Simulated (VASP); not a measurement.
# Au (Fm-3m) in VASP: a series of runs, part 2 of 2

VASP 6.6.1. Earlier steps stand in the parts before.

## (3) Single point, PBE

This run uses another cell than the first one, of 15.59 Å³/atom.

The input, INCAR:

```
SYSTEM = Au
ALGO = Normal
EDIFF = 1E-6
ENCUT = 500
GGA = PE
GGA_COMPAT = .False.
ISIF = 2
ISMEAR = 1
LASPH = .True.
LCHARG = .False.
LREAL = .False.
LWAVE = .False.
NBANDS = 12
NELM = 120
PREC = Accurate
SIGMA = 0.05
```

The input, KPOINTS:

```
k-points
0
Gamma
  20 20 20
  0 0 0
```

The input, POSCAR:

```
Au
1.0
    0.0000000000      1.9829787987      1.9829787987
    1.9829787987      0.0000000000      1.9829787987
    1.9829787987      1.9829787987      0.0000000000
Au
1
Direct
    0.0000000000      0.0000000000      0.0000000000
```

Potentials or basis: VASP PAW PBE potentials, release 64 (Au).

Run with:

```console
$ cat potpaw_PBE.64/Au/POTCAR > POTCAR
$ mpirun -np 1 vasp_std > vasp.out
```

OUTCAR:

```text
SYSTEM = Au
   EDIFF = 1E-6
   ENCUT = 500
   GGA = PE
   ISIF = 2
   ISMEAR = 1
   LASPH = .True.
   LREAL = .False.
   NELM = 120
   PREC = Accurate

 ion  position               nearest neighbor table
   1  0.000  0.000  0.000-

  LATTYP: Found a face centered cubic cell.
 ALAT       =     3.9659575974

  Lattice vectors:

 A1 = (   0.0000000000,   1.9829787987,   1.9829787987)
 A2 = (   1.9829787987,   0.0000000000,   1.9829787987)
 A3 = (   1.9829787987,   1.9829787987,   0.0000000000)

Analysis of symmetry for initial positions (statically):
=====================================================================
 Subroutine PRICEL returns:
 Original cell was already a primitive cell.

 Routine SETGRP: Setting up the symmetry group for a
 face centered cubic supercell.

 Subroutine GETGRP returns: Found 48 space group operations
 (whereof 48 operations were pure point group operations)
 out of a pool of 48 trial point group operations.

The static configuration has the point symmetry O_h .

Analysis of symmetry for dynamics (positions and initial velocities):
=====================================================================
 Subroutine PRICEL returns:
 Original cell was already a primitive cell.

 Routine SETGRP: Setting up the symmetry group for a
 face centered cubic supercell.

 Subroutine GETGRP returns: Found 48 space group operations
 (whereof 48 operations were pure point group operations)
 out of a pool of 48 trial point group operations.

The dynamic configuration has the point symmetry O_h .

 Subroutine INISYM returns: Found 48 space group operations
 (whereof 48 operations are pure point group operations),
 and found     1 'primitive' translations

----------------------------------------------------------------------------------------

                                     Primitive cell

  volume of cell :      15.5950

  direct lattice vectors                    reciprocal lattice vectors
     0.000000000  1.982978799  1.982978799    -0.252145913  0.252145913  0.252145913
     1.982978799  0.000000000  1.982978799     0.252145913 -0.252145913  0.252145913
     1.982978799  1.982978799  0.000000000     0.252145913  0.252145913 -0.252145913

  length of vectors
     2.804355511  2.804355511  2.804355511     0.436729533  0.436729533  0.436729533

  position of ions in fractional coordinates (direct lattice)
     0.000000000  0.000000000  0.000000000

  ion indices of the primitive-cell ions
   primitive index   ion index
                 1           1

----------------------------------------------------------------------------------------

 KPOINTS: k-points

Automatic generation of k-mesh.
 Grid dimensions read from file:
 generate k-points for:   20   20   20

 Generating k-lattice:

  Cartesian coordinates                     Fractional coordinates (reciprocal lattice)
    -0.012607296  0.012607296  0.012607296     0.050000000  0.000000000  0.000000000
     0.012607296 -0.012607296  0.012607296     0.000000000  0.050000000  0.000000000
     0.012607296  0.012607296 -0.012607296     0.000000000  0.000000000  0.050000000

  Length of vectors
     0.021836477  0.021836477  0.021836477

  Shift w.r.t. Gamma in fractional coordinates (k-lattice)
     0.000000000  0.000000000  0.000000000

 Subroutine IBZKPT returns following result:
 ===========================================

 Found    256 irreducible k-points:

 Following reciprocal coordinates:
            Coordinates               Weight
  0.000000  0.000000  0.000000      1.000000
  0.050000  0.000000  0.000000      8.000000
  0.100000  0.000000  0.000000      8.000000
  0.150000  0.000000  0.000000      8.000000
  0.200000  0.000000  0.000000      8.000000
  0.250000  0.000000  0.000000      8.000000
[... 16 lines left out ...]
 -0.400000  0.050000  0.000000     24.000000
 -0.350000  0.050000  0.000000     24.000000
 [... further k-points ...]
   k-points           NKPTS =    256   k-points in BZ     NKDIM =    256   number of bands    NBANDS=     12
   number of dos      NEDOS =    301   number of ions     NIONS =      1
   total plane-waves  NPLWV =   8000
   dimension x,y,z NGX =    20 NGY =   20 NGZ =   20
   dimension x,y,z NGXF=    40 NGYF=   40 NGZF=   40
   ions per type =               1
   NGX,Y,Z   is equivalent  to a cutoff of  11.86, 11.86, 11.86 a.u.
   NGXF,Y,Z  is equivalent  to a cutoff of  23.71, 23.71, 23.71 a.u.
 SYSTEM =  Au
   PREC   = accura    normal or accurate (medium, high low for compatibility)
   ISTART =      0    job   : 0-new  1-cont  2-samecut
   ICHARG =      2    charge: 1-file 2-atom 10-const
   ISPIN  =      1    spin polarized calculation?
   LNONCOLLINEAR =      F non collinear calculations
   LSORBIT =      F    spin-orbit coupling
   LASPH  =      T    aspherical Exc in radial PAW
   ENCUT  =  500.0 eV  36.75 Ry    6.06 a.u.   5.11  5.11  5.11*2*pi/ulx,y,z
   NELM   =    120;   NELMIN=  2; NELMDL= -5     # of ELM steps
   EDIFF  = 0.1E-05   stopping-criterion for ELM
   LREAL  =      F    real-space projection
   EDIFFG = 0.1E-04   stopping-criterion for IOM
   NSW    =      0    number of steps for IOM
   IBRION =     -1    ionic relax: 0-MD 1-quasi-New 2-CG
   NFREE  =      0    steps in history (QN), initial steepest desc. (CG)
   ISIF   =      2    stress and relaxation
   ISYM   =      2    0-nonsym 1-usesym 2-fastsym
   POTIM  = 0.5000    time-step for ionic-motion
   TEBEG  =    0.0;   TEEND  =   0.0 temperature during run
   PSTRESS=    0.0 pullay stress
   NELECT =      11.0000    total number of electrons
   NUPDOWN=      -1.0000    fix difference up-down
   EMIN   =  10.00;   EMAX   =-10.00  energy-range for DOS
   EFERMI =   0.00;   METHOD = LEGACY
   ISMEAR =     1;   SIGMA  =   0.05  broadening in eV -4-tet -1-fermi 0-gaus
   EFERMI_NEDOS =   21; number of points for ismear=-14 and -15
   IALGO  =     38    algorithm
   IMIX   =      4    mixing-type and parameters
     AMIX     =   0.40;   BMIX     =  1.00
     AMIX_MAG =   1.60;   BMIX_MAG =  1.00
  volume/ion in A,a.u.               =      15.59       105.24
  Fermi-wavevector in a.u.,A,eV,Ry     =   1.457284  2.753868 28.894392  2.123678
  Thomas-Fermi vector in A             =   2.574104
   LORBIT       =      0    0 simple, 1 ext, 2 COOP (PROOUT), +10 PAW based schemes
   GGA     = PE    functional components
   LHFCALC =     F    Hartree Fock is set to
   AEXX    =    0.0000 exact exchange contribution
   IVDW    =     0    specifies the selected vdW correction
   LEPSILON=     F    determine dielectric tensor
   LRPA    =     F    only Hartree local field effects (RPA)
 non-spin polarized calculation
 Methfessel and Paxton  Order N= 1 SIGMA  =   0.05
  energy-cutoff  :      500.00
  volume of cell :       15.59
 maximum number of plane-waves:       415
   NGX = 11   NGY = 11   NGZ = 11

 number of electron      11.0000003 magnetization

 Free energy of the ion-electron system (eV)
  ---------------------------------------------------
  ext. energy  EPLUGINS =         0.00000000
  ---------------------------------------------------
  free energy    TOTEN  =        -3.03382344 eV

  energy without entropy =       -3.03380869  energy(sigma->0) =       -3.03381852

 E-fermi :  11.0175     XC(G=0): -13.2552

 val. band max:       11.0139414014   @ k =  -0.4500   0.1000   0.0500
 cond. band min:      11.0351249036   @ k =   0.4500   0.4500   0.0000
 fundamental gap:      0.0211835023
 Fermi energy:        11.0174532708

 k-point     1 :       0.0000    0.0000    0.0000
  band No.  band energies     occupation
      1       0.1951      2.00000
      2       5.8284      2.00000
      3       5.8284      2.00000
      4       5.8284      2.00000
      5       7.5986      2.00000
      6       7.5986      2.00000
      7      25.3857      0.00000
      8      29.9021      0.00000
      9      29.9021      0.00000
     10      29.9021      0.00000
     11      35.1040      0.00000
     12      40.8272      0.00000
[... 331 lines left out ...]
 k-point    24 :      -0.3500    0.0500    0.0000
  band No.  band energies     occupation
      1       2.8924      2.00000
      2       5.8976      2.00000
      3       5.9684      2.00000
      4       7.0018      2.00000
      5       8.3412      2.00000
      6       8.9478      2.00000
      7      18.1915      0.00000
      8      25.6097      0.00000
      9      29.0938      0.00000
     10      30.7155      0.00000
     11      35.1315      0.00000
     12      36.3136      0.00000

 [... further k-points ...]

------------------------ aborting loop because EDIFF is reached ----------------------------------------

  FORCE on cell =-STRESS in cart. coord.  units (eV):
  Direction    XX          YY          ZZ          XY          YZ          ZX
  --------------------------------------------------------------------------------------
  -------------------------------------------------------------------------------------
  Total        2.8829808      2.8829808      2.8829808      0.0000000      0.0000000     -0.0000000
  in kB      296.1884582    296.1884582    296.1884582      0.0000000      0.0000000     -0.0000000
  external PRESSURE =     296.1884582 kB  Pullay stress =       0.0000000 kB

 VOLUME and BASIS-vectors are now :
 -----------------------------------------------------------------------------
  energy-cutoff  :      500.00
  volume of cell :       15.59
      direct lattice vectors                 reciprocal lattice vectors
     0.000000000  1.982978799  1.982978799    -0.252145913  0.252145913  0.252145913
     1.982978799  0.000000000  1.982978799     0.252145913 -0.252145913  0.252145913
     1.982978799  1.982978799  0.000000000     0.252145913  0.252145913 -0.252145913

 POSITION                                       TOTAL-FORCE (eV/Angst)
 -----------------------------------------------------------------------------------
      0.00000      0.00000      0.00000         0.000000      0.000000      0.000000
 -----------------------------------------------------------------------------------
    total drift:                                0.000000     -0.000000     -0.000000

  FREE ENERGIE OF THE ION-ELECTRON SYSTEM (eV)
  ---------------------------------------------------
  free  energy   TOTEN  =        -3.0338234426 eV

  energy  without entropy=       -3.0338086858  energy(sigma->0) =       -3.03381852
```

stdout:

```text
POSCAR found type information on POSCAR Au
 POSCAR found :  1 types and       1 ions
 scaLAPACK will be used
 LDA part: xc-table for (Slater+PW92), standard interpolation
 POSCAR, INCAR and KPOINTS ok, starting setup
 FFT: planning ... GRIDC
 FFT: planning ... GRID_SOFT
 FFT: planning ... GRID
 WAVECAR not read
 entering main loop
```

Run time: 19 s. Hardware: 1 thread of Intel Xeon 6975P-C (Granite Rapids), shared host; peak memory 0.16 GiB.

What came out:

```
Free energy            : -3.0338 eV
Pressure               : 29.6 GPa
Band gap on the k mesh : zero (an odd number of electrons rules out a gap without spin polarisation)
```

Levels at points of the mesh, in eV from the Fermi level:
| k point | band 4 | band 5 | band 6 | band 7 | band 8 | band 9 |
| --- | --- | --- | --- | --- | --- | --- |
| (0.00, 0.00, 0.00) | -5.19 | -3.42 | -3.42 | 14.37 | 18.88 | 18.88 |
| (0.50, 0.00, 0.00) | -2.02 | -2.02 | -1.37 | 3.60 | 13.84 | 17.80 |
| (0.50, 0.50, 0.00) | -1.64 | -1.64 | 0.78 | 6.56 | 10.27 | 10.27 |

Caveat: the cell stands under pressure; spin-orbit coupling is left out, which moves the levels of the heavy elements.

## (4) Single point, PBE

This run uses another cell than the first one, of 16.53 Å³/atom.

The input, INCAR:

```
PREC = Accurate
ENCUT = 500
EDIFF = 1E-6
ISMEAR = 1
SIGMA = 0.05
LREAL = F
LASPH = T
NELM = 120
ALGO = Normal
ISIF = 2
LWAVE = F
LCHARG = T
GGA = PE
LELF = T
LVHAR = T
NBANDS = 12
GGA_COMPAT = F
```

The input, KPOINTS:

```
Automatic mesh
0
Gamma
  20 20 20
```

The input, POSCAR:

```
Au
1.0
    0.0000000000      2.0219030794      2.0219030794
    2.0219030794      0.0000000000      2.0219030794
    2.0219030794      2.0219030794      0.0000000000
Au
1
Direct
    0.0000000000      0.0000000000      0.0000000000
```

Run with:

```console
$ cat potpaw_PBE.64/Au/POTCAR > POTCAR
$ mpirun -np 1 vasp_std > vasp.out
```

It took 19 s on 1 thread of Intel Xeon 6975P-C (Granite Rapids), shared host; peak memory 0.17 GiB.

The run converged. Its results:

- Free energy: -3.1617 eV
- Pressure: 14.7 GPa
- Band gap on the k mesh: zero (an odd number of electrons rules out a gap without spin polarisation)

Levels at points of the mesh, in eV from the Fermi level:
```tsv
k point	band 3	band 4	band 5	band 6	band 7	band 8	band 9	band 10
(0.00, 0.00, 0.00)	-4.85	-4.85	-3.25	-3.25	14.48	18.66	18.66	18.66
(0.50, 0.00, 0.00)	-4.89	-1.99	-1.99	-1.09	3.25	13.94	17.37	17.37
(0.50, 0.50, 0.00)	-2.03	-1.64	-1.64	0.94	6.04	10.10	10.10	17.55
```

Caveat: the cell stands under pressure; spin-orbit coupling is left out, which moves the levels of the heavy elements.

## (5) Summary

| cell | gap on the mesh (eV) | pressure (GPa) |
| --- | --- | --- |
| a = 2.762 Å, angles 60.0°, 1 atom | none | 44.6 |
| a = 2.804 Å, angles 60.0°, 1 atom | none | 29.6 |
| a = 2.859 Å, angles 60.0°, 1 atom | none | 14.7 |

Alike in all rows: task single point; level PBE; potentials or basis VASP PAW PBE potentials, release 64 (Au); no spin polarisation; k mesh 20 × 20 × 20; cutoff (eV) 500; smearing methfessel-paxton 0.05 eV.

Caveats: the cell stands under pressure; spin-orbit coupling is left out, which moves the levels of the heavy elements.

Absolute energies hang on the potentials; compare differences alone.
